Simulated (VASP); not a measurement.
# CsH2 (P6/mmm) in VASP: further runs, part 2 of 2

VASP 6.6.1.

## Step 3: Relaxation of cell and atoms, PBE

This run uses another cell than the first one, of 19.35 Å³/atom.

The input, INCAR:

```
ALGO = Normal ; EDIFF = 1E-7
EDIFFG = -0.01 ; ENCUT = 600
GGA = PE ; IBRION = 2
ISIF = 3 ; ISMEAR = 0
LASPH = True ; LCHARG = False
LREAL = False ; LWAVE = False
NELM = 80 ; NSW = 100
PREC = Accurate ; SIGMA = 0.1
```

The input, KPOINTS:

```
k-points
0
Gamma
  12 12 12
```

The input, POSCAR:

```
CsH2
1.0
    4.0135420867      0.0000000000      0.0000000000
   -2.0067710433      3.4758294062      0.0000000000
    0.0000000000      0.0000000000      4.1606718745
Cs H
1 2
Direct
    0.0000000000      0.0000000000      0.0000000000
    0.3333333333      0.6666666667      0.5000000000
    0.6666666667      0.3333333333      0.5000000000
```

Potentials or basis: VASP PAW PBE potentials, release 64 (Cs_sv, H).

Run with:

```sh
> cat potpaw_PBE.64/Cs_sv/POTCAR potpaw_PBE.64/H/POTCAR > POTCAR
> mpirun -np 1 vasp_std > vasp.out
```

OUTCAR:

```text
EDIFF = 1E-7
   EDIFFG = -0.01
   ENCUT = 600
   GGA = PE
   IBRION = 2
   ISIF = 3
   ISMEAR = 0
   LASPH = True
   LREAL = False
   NELM = 80
   NSW = 100
   PREC = Accurate

 ion  position               nearest neighbor table
   1  0.000  0.000  0.000-
   2  0.333  0.667  0.500-
   3  0.667  0.333  0.500-

  LATTYP: Found a hexagonal cell.
 ALAT       =     4.0135420867
 C/A-ratio  =     1.0366583393

  Lattice vectors:

 A1 = (   4.0135420867,   0.0000000000,   0.0000000000)
 A2 = (  -2.0067710433,   3.4758294062,   0.0000000000)
 A3 = (   0.0000000000,   0.0000000000,   4.1606718745)

Analysis of symmetry for initial positions (statically):
=====================================================================
 Subroutine PRICEL returns:
 Original cell was already a primitive cell.

 Routine SETGRP: Setting up the symmetry group for a
 hexagonal supercell.

 Subroutine GETGRP returns: Found 24 space group operations
 (whereof 24 operations were pure point group operations)
 out of a pool of 24 trial point group operations.

The static configuration has the point symmetry D_6h.

Analysis of symmetry for dynamics (positions and initial velocities):
=====================================================================
 Subroutine PRICEL returns:
 Original cell was already a primitive cell.

 Routine SETGRP: Setting up the symmetry group for a
 hexagonal supercell.

 Subroutine GETGRP returns: Found 24 space group operations
 (whereof 24 operations were pure point group operations)
 out of a pool of 24 trial point group operations.

The dynamic configuration has the point symmetry D_6h.

 Subroutine INISYM returns: Found 24 space group operations
 (whereof 24 operations are pure point group operations),
 and found     1 'primitive' translations

----------------------------------------------------------------------------------------

                                     Primitive cell

  volume of cell :      58.0430

  direct lattice vectors                    reciprocal lattice vectors
     4.013542087  0.000000000  0.000000000     0.249156475  0.143850558  0.000000000
    -2.006771043  3.475829406  0.000000000     0.000000000  0.287701116  0.000000000
     0.000000000  0.000000000  4.160671875     0.000000000  0.000000000  0.240345798

  length of vectors
     4.013542087  4.013542087  4.160671875     0.287701116  0.287701116  0.240345798

  position of ions in fractional coordinates (direct lattice)
     0.000000000  0.000000000  0.000000000
     0.333333333  0.666666667  0.500000000
     0.666666667  0.333333333  0.500000000

  ion indices of the primitive-cell ions
   primitive index   ion index
                 1           1
                 2           2
                 3           3

----------------------------------------------------------------------------------------

 KPOINTS: k-points

Automatic generation of k-mesh.
 Grid dimensions read from file:
 generate k-points for:   12   12   12

 Generating k-lattice:

  Cartesian coordinates                     Fractional coordinates (reciprocal lattice)
     0.020763040  0.011987547  0.000000000     0.083333333  0.000000000  0.000000000
     0.000000000  0.023975093  0.000000000     0.000000000  0.083333333  0.000000000
[... 47 lines left out ...]
   NGXF,Y,Z  is equivalent  to a cutoff of  26.51, 26.51, 28.77 a.u.
 SYSTEM =  unknown system
   PREC   = accura    normal or accurate (medium, high low for compatibility)
   ISTART =      0    job   : 0-new  1-cont  2-samecut
   ICHARG =      2    charge: 1-file 2-atom 10-const
   ISPIN  =      1    spin polarized calculation?
   LNONCOLLINEAR =      F non collinear calculations
   LSORBIT =      F    spin-orbit coupling
   LASPH  =      T    aspherical Exc in radial PAW
   ENCUT  =  600.0 eV  44.10 Ry    6.64 a.u.   8.02  8.02  8.31*2*pi/ulx,y,z
   NELM   =     80;   NELMIN=  2; NELMDL= -5     # of ELM steps
   EDIFF  = 0.1E-06   stopping-criterion for ELM
   LREAL  =      F    real-space projection
   EDIFFG = -.1E-01   stopping-criterion for IOM
   NSW    =    100    number of steps for IOM
   IBRION =      2    ionic relax: 0-MD 1-quasi-New 2-CG
   NFREE  =      1    steps in history (QN), initial steepest desc. (CG)
   ISIF   =      3    stress and relaxation
   ISYM   =      2    0-nonsym 1-usesym 2-fastsym
   POTIM  = 0.5000    time-step for ionic-motion
   TEBEG  =    0.0;   TEEND  =   0.0 temperature during run
   PSTRESS=    0.0 pullay stress
   NELECT =      11.0000    total number of electrons
   NUPDOWN=      -1.0000    fix difference up-down
   EMIN   =  10.00;   EMAX   =-10.00  energy-range for DOS
   EFERMI =   0.00;   METHOD = LEGACY
   ISMEAR =     0;   SIGMA  =   0.10  broadening in eV -4-tet -1-fermi 0-gaus
   EFERMI_NEDOS =   21; number of points for ismear=-14 and -15
   IALGO  =     38    algorithm
   IMIX   =      4    mixing-type and parameters
     AMIX     =   0.40;   BMIX     =  1.00
     AMIX_MAG =   1.60;   BMIX_MAG =  1.00
  volume/ion in A,a.u.               =      19.35       130.56
  Fermi-wavevector in a.u.,A,eV,Ry     =   0.940349  1.777002 12.031041  0.884257
  Thomas-Fermi vector in A             =   2.067752
   LORBIT       =      0    0 simple, 1 ext, 2 COOP (PROOUT), +10 PAW based schemes
   GGA     = PE    functional components
   LHFCALC =     F    Hartree Fock is set to
   AEXX    =    0.0000 exact exchange contribution
   IVDW    =     0    specifies the selected vdW correction
   LEPSILON=     F    determine dielectric tensor
   LRPA    =     F    only Hartree local field effects (RPA)
 conjugate gradient relaxation of ions
 non-spin polarized calculation
 Gauss-broadening in eV      SIGMA  =   0.10
  energy-cutoff  :      600.00
  volume of cell :       58.04
 maximum number of plane-waves:      1954
   NGX = 17   NGY = 17   NGZ = 17

--------------------------------------- Ionic step        1  -------------------------------------------

 number of electron      11.0000001 magnetization

 Free energy of the ion-electron system (eV)
  ---------------------------------------------------
  ext. energy  EPLUGINS =         0.00000000
  ---------------------------------------------------
  free energy    TOTEN  =        -6.18853624 eV

  energy without entropy =       -6.18162874  energy(sigma->0) =       -6.18508249

------------------------ aborting loop because EDIFF is reached ----------------------------------------

  FORCE on cell =-STRESS in cart. coord.  units (eV):
  Direction    XX          YY          ZZ          XY          YZ          ZX
  --------------------------------------------------------------------------------------
  -------------------------------------------------------------------------------------
  Total        0.0497602      0.0497602      0.0134827      0.0000000      0.0000000     -0.0000000
  in kB        1.3735460      1.3735460      0.3721663      0.0000000      0.0000000     -0.0000000
  external PRESSURE =       1.0397528 kB  Pullay stress =       0.0000000 kB
[... 61 lines left out ...]
--------------------------------------- Ionic step        3  -------------------------------------------

 number of electron      11.0000001 magnetization

 Free energy of the ion-electron system (eV)
  ---------------------------------------------------
  ext. energy  EPLUGINS =         0.00000000
  ---------------------------------------------------
  free energy    TOTEN  =        -6.18872479 eV

  energy without entropy =       -6.18184247  energy(sigma->0) =       -6.18528363

 E-fermi :   0.4716     XC(G=0):  -8.2464

 val. band max:        0.4584721865   @ k =   0.2500   0.1667   0.1667
 cond. band min:       0.4743560223   @ k =   0.5000   0.0000   0.5000
 fundamental gap:      0.0158838358
 Fermi energy:         0.4715949952

 k-point     1 :       0.0000    0.0000    0.0000
  band No.  band energies     occupation
      1     -20.7438      2.00000
      2      -7.1341      2.00000
      3      -6.9034      2.00000
      4      -6.9034      2.00000
      5      -3.1671      2.00000
      6       2.5104      0.00000
      7       4.0308      0.00000
      8       5.8877      0.00000
      9       5.8877      0.00000
[... 265 lines left out ...]
 k-point    24 :       0.3333    0.0000    0.0833
  band No.  band energies     occupation
      1     -20.5983      2.00000
      2      -8.1450      2.00000
      3      -7.1520      2.00000
      4      -7.0258      2.00000
      5      -1.6642      2.00000
      6       0.4818      0.88496
      7       5.0669      0.00000
      8       6.1419      0.00000
      9       7.0218      0.00000

 [... further k-points ...]

------------------------ aborting loop because EDIFF is reached ----------------------------------------

  FORCE on cell =-STRESS in cart. coord.  units (eV):
  Direction    XX          YY          ZZ          XY          YZ          ZX
  --------------------------------------------------------------------------------------
  -------------------------------------------------------------------------------------
  Total        0.0106224      0.0106224     -0.0211598      0.0000000     -0.0000000      0.0000000
  in kB        0.2910920      0.2910920     -0.5798557      0.0000000     -0.0000000      0.0000000
  external PRESSURE =       0.0007761 kB  Pullay stress =       0.0000000 kB
[... 18 lines left out ...]
  FREE ENERGIE OF THE ION-ELECTRON SYSTEM (eV)
  ---------------------------------------------------
  free  energy   TOTEN  =        -6.1887247868 eV

  energy  without entropy=       -6.1818424656  energy(sigma->0) =       -6.18528363

 reached required accuracy - stopping structural energy minimisation
```

OSZICAR:

```text
N       E                     dE             d eps       ncg     rms          rms(c)
DAV:   1     0.506650013526E+02    0.50665E+02   -0.49382E+03  2394   0.109E+03
DAV:   2    -0.357608786734E+01   -0.54241E+02   -0.52966E+02  3305   0.149E+02
DAV:   3    -0.655926238342E+01   -0.29832E+01   -0.29729E+01  2662   0.425E+01
[... 26 lines left out ...]
DAV:   4    -0.618872704156E+01    0.36287E-05   -0.20237E-05  2719   0.387E-02    0.117E-02
DAV:   5    -0.618872427697E+01    0.27646E-05   -0.54691E-06  2996   0.172E-02    0.209E-03
DAV:   6    -0.618872469999E+01   -0.42302E-06   -0.23087E-07  2636   0.368E-03    0.163E-03
DAV:   7    -0.618872482490E+01   -0.12491E-06   -0.47499E-08  2039   0.192E-03    0.233E-04
DAV:   8    -0.618872478682E+01    0.38083E-07   -0.93908E-09  1239   0.677E-04
   3 F= -.61887248E+01 E0= -.61852836E+01  d E =-.188542E-03
```

It took 2.3 min on 1 thread of Intel Xeon 6975P-C (Granite Rapids), shared host; peak memory 0.26 GiB.

Results:

```yaml
Free_energy: -6.1887 eV
Relaxed_volume: 19.49 Å³/atom
Relaxed_cell: a = 4.026 Å, b = 4.026 Å, c = 4.164 Å, α = 90.00°, β = 90.00°, γ = 120.00°
Space_group_after_relaxing_to_0.1_Å: P6/mmm (No. 191)
Energy_gained_by_relaxing: 0.1 meV/atom
Ionic_steps: 3
Pressure_after_relaxing: 0.0 GPa
Band_gap_on_the_k_mesh: zero (an odd number of electrons rules out a gap without spin polarisation)
```

Stress tensor (GPa, compression positive):
```
 0.03  0.00  0.00
 0.00  0.03  0.00
 0.00  0.00 -0.06
```

Step by step:
```csv
step,energy change (eV),largest force (eV/Å),pressure (GPa),volume (Å³)
1,0.0000,0.0000,0.10,58.04
2,-0.0001,0.0000,0.08,58.15
3,-0.0002,0.0000,0.00,58.47
```

Final structure:
```cif
data_structure
_symmetry_space_group_name_H-M 'P 1'
_symmetry_Int_Tables_number 1
_cell_length_a 4.0264
_cell_length_b 4.0264
_cell_length_c 4.1643
_cell_angle_alpha 90.000
_cell_angle_beta 90.000
_cell_angle_gamma 120.000
_cell_volume 58.47
loop_
_atom_site_label
_atom_site_type_symbol
_atom_site_fract_x
_atom_site_fract_y
_atom_site_fract_z
_atom_site_occupancy
Cs1 Cs 0.00000 0.00000 0.00000 1
H1 H 0.33333 0.66667 0.50000 1
H2 H 0.66667 0.33333 0.50000 1
```

Caveat: spin-orbit coupling is left out, which moves the levels of the heavy elements; an odd number of electrons without spin polarisation forces a metal; a magnetic or distorted state may lie lower.
